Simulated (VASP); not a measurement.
# Be7S (P-6m2) in VASP: relaxation of cell and atoms with PBE

Aim: the relaxation of cell and atoms of Be7S with PBE.

All numbers are computed with VASP 6.6.1; they aren't measurements. Logs are shortened: lines on timing, memory, paths and dates and some standing lists are left out, and cuts for length are marked.

### Step 1. The cell of the first run

The structure is hexagonal, space group P-6m2 (No. 187). The conventional cell has a = 4.700 Å, b = 4.700 Å, c = 3.680 Å, α = 90.00°, β = 90.00°, γ = 120.00°. Be (site symmetry mm2) has 10 Be at 2.29 to 2.35 Å and 2 S at 2.35 Å within 3.0 Å. Within 3.0 Å of Be (site symmetry mm2) lie 10 Be at 2.29 to 2.35 Å and 2 S at 2.29 Å. Within 3.0 Å of Be (site symmetry -6m2) lie 12 Be at 2.29 to 2.35 Å. Within 3.0 Å of S (site symmetry -6m2) lie 12 Be at 2.29 to 2.35 Å.

### Step 2. Relaxation of cell and atoms, PBE

INCAR

```
ALGO     = Normal         # electronic algorithm
EDIFF    = 1E-7           # SCF threshold, eV
EDIFFG   = -0.08          # ionic threshold
ENCUT    = 600            # plane-wave cutoff, eV
GGA      = PE             # functional
GGA_COMPAT= False        
IBRION   = 2              # ionic algorithm
ISIF     = 3              # what is computed and relaxed
ISMEAR   = 0              # smearing method
LASPH    = True           # aspherical terms in the spheres
LCHARG   = False          # write CHGCAR
LREAL    = False          # projectors in reciprocal space
LWAVE    = False          # write WAVECAR
NELM     = 120            # most SCF steps
NELMIN   = 4            
NSW      = 36             # ionic steps
PREC     = Accurate       # precision mode
SIGMA    = 0.2            # smearing width, eV
```

KPOINTS

```
k-points
0
Gamma
  4 4 4
```

POSCAR

```
Be7S
1.0
    4.7000000000      0.0000000000      0.0000000000
   -2.3500000000      4.0703194000      0.0000000000
    0.0000000000      0.0000000000      3.6800000000
Be S
7 1
Direct
    0.5000000000      0.0000000000      0.0000000000
    0.6666000000      0.8333000000      0.5000000000
    0.5000000000      0.5000000000      0.0000000000
    0.1667000000      0.8333000000      0.5000000000
    0.0000000000      0.5000000000      0.0000000000
    0.1667000000      0.3334000000      0.5000000000
    0.6666666700      0.3333333300      0.5000000000
    0.0000000000      0.0000000000      0.0000000000
```

Potentials or basis: VASP PAW PBE potentials, release 64 (Be, S).

Launch:

```bash
$ cat potpaw_PBE.64/Be/POTCAR potpaw_PBE.64/S/POTCAR > POTCAR
$ mpirun -np 1 vasp_std > vasp.out
```

OUTCAR:

```text
EDIFF = 1E-7
   EDIFFG = -0.08
   ENCUT = 600
   GGA = PE
   IBRION = 2
   ISIF = 3
   ISMEAR = 0
   LASPH = True
   LREAL = False
   NELM = 120
   NELMIN = 4
   NSW = 36
   PREC = Accurate

 ion  position               nearest neighbor table
   1  0.500  0.000  0.000-   2 2.29   4 2.29   2 2.29   4 2.29   7 2.29   7 2.29   8 2.35   8 2.35
                             3 2.35   3 2.35   5 2.35   5 2.35
   2  0.667  0.833  0.500-   1 2.29   1 2.29   3 2.29   3 2.29   8 2.29   8 2.29   4 2.35   6 2.35
                             7 2.35   7 2.35   4 2.35   6 2.35
   3  0.500  0.500  0.000-   6 2.29   6 2.29   2 2.29   2 2.29   7 2.29   7 2.29   5 2.35   5 2.35
                             1 2.35   1 2.35   8 2.35   8 2.35
   4  0.167  0.833  0.500-   1 2.29   1 2.29   5 2.29   5 2.29   8 2.29   8 2.29   2 2.35   6 2.35
                             7 2.35   7 2.35   2 2.35   6 2.35
   5  0.000  0.500  0.000-   6 2.29   6 2.29   4 2.29   4 2.29   7 2.29   7 2.29   3 2.35   3 2.35
                             1 2.35   8 2.35   8 2.35   1 2.35
   6  0.167  0.333  0.500-   3 2.29   5 2.29   3 2.29   5 2.29   8 2.29   8 2.29   4 2.35   2 2.35
                             7 2.35   7 2.35   4 2.35   2 2.35
   7  0.667  0.333  0.500-   5 2.29   5 2.29   1 2.29   1 2.29   3 2.29   3 2.29   6 2.35   2 2.35
                             4 2.35   4 2.35   6 2.35   2 2.35
   8  0.000  0.000  0.000-   2 2.29   4 2.29   2 2.29   4 2.29   6 2.29   6 2.29   1 2.35   1 2.35
                             5 2.35   5 2.35   3 2.35   3 2.35

  LATTYP: Found a hexagonal cell.
 ALAT       =     4.7000000000
 C/A-ratio  =     0.7829787234

  Lattice vectors:

 A1 = (   4.7000000000,   0.0000000000,   0.0000000000)
 A2 = (  -2.3500000000,   4.0703194000,   0.0000000000)
 A3 = (   0.0000000000,   0.0000000000,   3.6800000000)

Analysis of symmetry for initial positions (statically):
=====================================================================
 Subroutine PRICEL returns:
 Original cell was already a primitive cell.

 Routine SETGRP: Setting up the symmetry group for a
 hexagonal supercell.

 Subroutine GETGRP returns: Found 12 space group operations
 (whereof 12 operations were pure point group operations)
 out of a pool of 24 trial point group operations.

The static configuration has the point symmetry D_3h.

Analysis of symmetry for dynamics (positions and initial velocities):
=====================================================================
 Subroutine PRICEL returns:
 Original cell was already a primitive cell.

 Routine SETGRP: Setting up the symmetry group for a
 hexagonal supercell.

 Subroutine GETGRP returns: Found 12 space group operations
 (whereof 12 operations were pure point group operations)
 out of a pool of 24 trial point group operations.

The dynamic configuration has the point symmetry D_3h.

 Subroutine INISYM returns: Found 12 space group operations
 (whereof 12 operations are pure point group operations),
 and found     1 'primitive' translations

----------------------------------------------------------------------------------------

                                     Primitive cell

  volume of cell :      70.4002

  direct lattice vectors                    reciprocal lattice vectors
     4.700000000  0.000000000  0.000000000     0.212765957  0.122840483  0.000000000
    -2.350000000  4.070319400  0.000000000     0.000000000  0.245680965  0.000000000
     0.000000000  0.000000000  3.680000000     0.000000000  0.000000000  0.271739130

  length of vectors
     4.700000000  4.700000002  3.680000000     0.245680966  0.245680965  0.271739130

  position of ions in fractional coordinates (direct lattice)
     0.500000000  0.000000000  0.000000000
     0.666600000  0.833300000  0.500000000
     0.500000000  0.500000000  0.000000000
     0.166700000  0.833300000  0.500000000
     0.000000000  0.500000000  0.000000000
     0.166700000  0.333400000  0.500000000
     0.666666670  0.333333330  0.500000000
     0.000000000  0.000000000  0.000000000

  ion indices of the primitive-cell ions
   primitive index   ion index
                 1           1
                 2           2
                 3           3
                 4           4
                 5           5
                 6           6
                 7           7
                 8           8

----------------------------------------------------------------------------------------

 KPOINTS: k-points

Automatic generation of k-mesh.
 Grid dimensions read from file:
 generate k-points for:    4    4    4

 Generating k-lattice:

  Cartesian coordinates                     Fractional coordinates (reciprocal lattice)
     0.053191489  0.030710121  0.000000000     0.250000000  0.000000000  0.000000000
     0.000000000  0.061420241  0.000000000     0.000000000  0.250000000  0.000000000
     0.000000000  0.000000000  0.067934783     0.000000000  0.000000000  0.250000000

  Length of vectors
     0.061420241  0.061420241  0.067934783

  Shift w.r.t. Gamma in fractional coordinates (k-lattice)
     0.000000000  0.000000000  0.000000000

 Subroutine IBZKPT returns following result:
 ===========================================

 Found     12 irreducible k-points:

 Following reciprocal coordinates:
            Coordinates               Weight
  0.000000  0.000000  0.000000      1.000000
  0.250000  0.000000  0.000000      6.000000
  0.500000  0.000000  0.000000      3.000000
  0.250000  0.250000  0.000000      6.000000
  0.000000  0.000000  0.250000      2.000000
  0.250000  0.000000  0.250000     12.000000
  0.500000  0.000000  0.250000      6.000000
  0.250000  0.250000  0.250000     12.000000
  0.000000  0.000000  0.500000      1.000000
  0.250000  0.000000  0.500000      6.000000
  0.500000  0.000000  0.500000      3.000000
  0.250000  0.250000  0.500000      6.000000
   k-points           NKPTS =     12   k-points in BZ     NKDIM =     12   number of bands    NBANDS=     15
   number of dos      NEDOS =    301   number of ions     NIONS =      8
   total plane-waves  NPLWV =  48000
   dimension x,y,z NGX =    40 NGY =   40 NGZ =   30
   dimension x,y,z NGXF=    80 NGYF=   80 NGZF=   60
   ions per type =               7   1
   NGX,Y,Z   is equivalent  to a cutoff of  14.15, 14.15, 13.55 a.u.
   NGXF,Y,Z  is equivalent  to a cutoff of  28.30, 28.30, 27.11 a.u.
 SYSTEM =  unknown system
   PREC   = accura    normal or accurate (medium, high low for compatibility)
   ISTART =      0    job   : 0-new  1-cont  2-samecut
   ICHARG =      2    charge: 1-file 2-atom 10-const
   ISPIN  =      1    spin polarized calculation?
   LNONCOLLINEAR =      F non collinear calculations
   LSORBIT =      F    spin-orbit coupling
   LASPH  =      T    aspherical Exc in radial PAW
   ENCUT  =  600.0 eV  44.10 Ry    6.64 a.u.   9.39  9.39  7.35*2*pi/ulx,y,z
   NELM   =    120;   NELMIN=  4; NELMDL= -5     # of ELM steps
   EDIFF  = 0.1E-06   stopping-criterion for ELM
   LREAL  =      F    real-space projection
   EDIFFG = -.8E-01   stopping-criterion for IOM
   NSW    =     36    number of steps for IOM
   IBRION =      2    ionic relax: 0-MD 1-quasi-New 2-CG
   NFREE  =      1    steps in history (QN), initial steepest desc. (CG)
   ISIF   =      3    stress and relaxation
   ISYM   =      2    0-nonsym 1-usesym 2-fastsym
   POTIM  = 0.5000    time-step for ionic-motion
   TEBEG  =    0.0;   TEEND  =   0.0 temperature during run
   PSTRESS=    0.0 pullay stress
   NELECT =      20.0000    total number of electrons
   NUPDOWN=      -1.0000    fix difference up-down
   EMIN   =  10.00;   EMAX   =-10.00  energy-range for DOS
   EFERMI =   0.00;   METHOD = LEGACY
   ISMEAR =     0;   SIGMA  =   0.20  broadening in eV -4-tet -1-fermi 0-gaus
   EFERMI_NEDOS =   21; number of points for ismear=-14 and -15
   IALGO  =     38    algorithm
   IMIX   =      4    mixing-type and parameters
     AMIX     =   0.40;   BMIX     =  1.00
     AMIX_MAG =   1.60;   BMIX_MAG =  1.00
  volume/ion in A,a.u.               =       8.80        59.39
  Fermi-wavevector in a.u.,A,eV,Ry     =   1.076201  2.033725 15.758388  1.158209
  Thomas-Fermi vector in A             =   2.212079
   LORBIT       =      0    0 simple, 1 ext, 2 COOP (PROOUT), +10 PAW based schemes
   GGA     = PE    functional components
   LHFCALC =     F    Hartree Fock is set to
   AEXX    =    0.0000 exact exchange contribution
   IVDW    =     0    specifies the selected vdW correction
   LEPSILON=     F    determine dielectric tensor
   LRPA    =     F    only Hartree local field effects (RPA)
 conjugate gradient relaxation of ions
 non-spin polarized calculation
 Gauss-broadening in eV      SIGMA  =   0.20
  energy-cutoff  :      600.00
  volume of cell :       70.40
 maximum number of plane-waves:      2378
 NGX is ok and might be reduce to    40
   NGX = 19   NGY = 19   NGZ = 15

--------------------------------------- Ionic step        1  -------------------------------------------

 number of electron      20.0000001 magnetization

 Free energy of the ion-electron system (eV)
  ---------------------------------------------------
  ext. energy  EPLUGINS =         0.00000000
  ---------------------------------------------------
  free energy    TOTEN  =       -27.30813319 eV

  energy without entropy =      -27.23684074  energy(sigma->0) =      -27.27248697

------------------------ aborting loop because EDIFF is reached ----------------------------------------

  FORCE on cell =-STRESS in cart. coord.  units (eV):
  Direction    XX          YY          ZZ          XY          YZ          ZX
  --------------------------------------------------------------------------------------
  -------------------------------------------------------------------------------------
  Total        2.0148541      2.0148541      2.8429381      0.0000000     -0.0000000      0.0000000
  in kB       45.8542948     45.8542949     64.6999314      0.0000000     -0.0000000      0.0000000
  external PRESSURE =      52.1361737 kB  Pullay stress =       0.0000000 kB
[... 195 lines left out ...]
  energy  without entropy=      -27.4726886688  energy(sigma->0) =      -27.51443901

--------------------------------------- Ionic step        6  -------------------------------------------

 number of electron      20.0000000 magnetization

 Free energy of the ion-electron system (eV)
  ---------------------------------------------------
  ext. energy  EPLUGINS =         0.00000000
  ---------------------------------------------------
  free energy    TOTEN  =       -27.56030172 eV

  energy without entropy =      -27.47476546  energy(sigma->0) =      -27.51753359

 E-fermi :   7.7511     XC(G=0): -10.5946

 val. band max:        7.7434759079   @ k =   0.2500   0.0000   0.2500
 cond. band min:       7.7519817863   @ k =   0.5000   0.0000   0.0000
 fundamental gap:      0.0085058785
 Fermi energy:         7.7510588078

 k-point     1 :       0.0000    0.0000    0.0000
  band No.  band energies     occupation
      1      -8.5928      2.00000
      2      -0.5508      2.00000
      3      -0.0988      2.00000
      4      -0.0988      2.00000
      5       0.9522      2.00000
      6       2.8881      2.00000
      7       3.5331      2.00000
      8       3.5331      2.00000
      9       5.7874      2.00000
     10       6.8307      2.00000
     11       9.7000      0.00000
     12       9.7000      0.00000
     13       9.8470      0.00000
     14      10.9754      0.00000
     15      10.9754      0.00000
[... 231 lines left out ...]
  FREE ENERGIE OF THE ION-ELECTRON SYSTEM (eV)
  ---------------------------------------------------
  free  energy   TOTEN  =       -27.5603017158 eV

  energy  without entropy=      -27.4747654585  energy(sigma->0) =      -27.51753359

 reached required accuracy - stopping structural energy minimisation
```

It took 99 s on 1 thread of Intel Xeon 8259CL, shared host; peak memory 0.21 GiB.

What came out:

- Free energy: -27.5603 eV
- Relaxed volume: 9.25 Å³/atom
- Relaxed cell: a = 4.742 Å, b = 4.742 Å, c = 3.799 Å, α = 90.00°, β = 90.00°, γ = 120.00°
- Space group after relaxing (to 0.1 Å): P-6m2 (No. 187)
- Energy gained by relaxing: 31.5 meV/atom
- Ionic steps: 6
- Pressure after relaxing: 0.2 GPa
- Largest force after relaxing: 0.069 eV/Å
- Band gap on the k mesh: zero (bands 10 and 11 overlap by 1.02 eV)

Forces in eV/Å, atoms in the order of the input:
```
Be   0.000  0.069  0.000
Be   0.036  0.021  0.000
Be   0.060 -0.035  0.000
Be  -0.036  0.021  0.000
Be  -0.060 -0.035  0.000
Be   0.000 -0.042  0.000
Be   0.000  0.000  0.000
S    0.000  0.000  0.000
```

Stress tensor (GPa, compression positive):
```
-0.06  0.00  0.00
 0.00 -0.06  0.00
 0.00  0.00  0.72
```

The path:
```tsv
step	energy change (eV)	largest force (eV/Å)	pressure (GPa)	volume (Å³)
1	0.0000	1.0614	5.21	70.40
2	-0.1797	0.5650	0.52	73.36
3	-0.2157	0.2549	-2.22	75.51
4	-0.2448	0.1507	-0.54	74.39
5	-0.2481	0.1330	0.28	73.89
6	-0.2522	0.0693	0.20	73.98
```

Final structure:
```
CELL_PARAMETERS angstrom
4.74196 0.00000 0.00000
-2.37098 4.10666 0.00000
0.00000 0.00000 3.79917
ATOMIC_POSITIONS crystal
Be 0.50364 0.00729 0.00000
Be 0.63772 0.81886 0.50000
Be 0.50364 0.49636 0.00000
Be 0.18114 0.81886 0.50000
Be 0.99271 0.49636 0.00000
Be 0.18114 0.36228 0.50000
Be 0.66667 0.33333 0.50000
S 0.00000 0.00000 0.00000
```

Caveat: the k points lie up to 0.41 Å⁻¹ apart in the final cell, too coarse for converged energies and pressures of a metal; the relaxation stopped at a loose force limit of 0.08 eV/Å, so its end isn't a converged minimum.
